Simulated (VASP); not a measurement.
Input of a VASP 6.6.1 run:

Contents of INCAR:

```
PREC = Accurate
ENCUT = 500
EDIFF = 1E-8
ISMEAR = 0
SIGMA = 0.01
LREAL = False
LASPH = True
NELM = 120
ALGO = Normal
ISIF = 2
LWAVE = False
LCHARG = False
GGA = PS
IBRION = 8
NSW = 1
LEPSILON = True
GGA_COMPAT = False
```

KPOINTS

```
regular mesh
0
Gamma
  10 10 10
```

Contents of POSCAR:

```
BAs
1.0
    0.0000000000      2.2977250902      2.2977250902
    2.2977250902      0.0000000000      2.2977250902
    2.2977250902      2.2977250902      0.0000000000
B As
1 1
Direct
    0.0000000000      0.0000000000      0.0000000000
    0.2500000000      0.2500000000      0.2500000000
```

Potentials or basis: VASP PAW PBE potentials, release 64 (B, As).

The run is started by

```bash
$ cat potpaw_PBE.64/B/POTCAR potpaw_PBE.64/As/POTCAR > POTCAR
$ mpirun -np 1 vasp_std > vasp.out
```

Problem. Predict the electronic dielectric tensor (diagonal).

Solution. 9.60.

Problem. What does it give for the Born charges (mean of the diagonal)?

Solution. B -0.85; As +0.85 e.

Problem. What does it give for the highest phonon frequency at Γ, LO-TO splitting left out?

Solution. 777 cm⁻¹.

Phonon frequencies in cm⁻¹ (negative: imaginary):
```tsv
q point	frequencies
(0.000, 0.000, 0.000)	0 0 0 777 777 777
```

Caveat: the cell wasn't relaxed at this level first, which shifts response properties.
